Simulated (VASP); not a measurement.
Runs of VASP 6.6.1 on As. The structure is that of space group P-3m1 (No. 164), or close to it. The cells are those of the table. 

| cell | k mesh | smearing | gap on the mesh (eV) | largest force (eV/Å) |
| --- | --- | --- | --- | --- |
| a = 3.579, b = 3.579, c = 35.373 Å, angles 90.0, 90.0, 120.0°, 4 atoms | 6 × 6 × 1 | gaussian 0.1 eV | 1.25 | (b) |
| a = 3.569, b = 3.569, c = 36.917 Å, angles 90.0, 90.0, 120.0°, 4 atoms | 12 × 12 × 1 | gaussian 0.02 eV | (a) | 0.09 |
| a = 3.759, b = 3.759, c = 20.000 Å, angles 90.0, 90.0, 120.0°, 4 atoms | 6 × 6 × 1 | gaussian 0.1 eV | none | 0.69 |
| a = 3.579, b = 3.579, c = 35.373 Å, angles 90.0, 90.0, 120.0°, 4 atoms | 12 × 12 × 1 | gaussian 0.02 eV | 1.25 | 0.11 |

Alike in all rows: task single point; level PBE+D3(BJ); potentials or basis VASP PAW PBE potentials, release 64 (As); no spin polarisation; cutoff (eV) 520.

Question: Fill in the values left out.

Answer: (a) 1.27; (b) 0.08.

A k mesh can miss the band edges, and the runs leave out spin-orbit coupling on As.

A gap of «none» marks levels without a gap at the run's occupations.
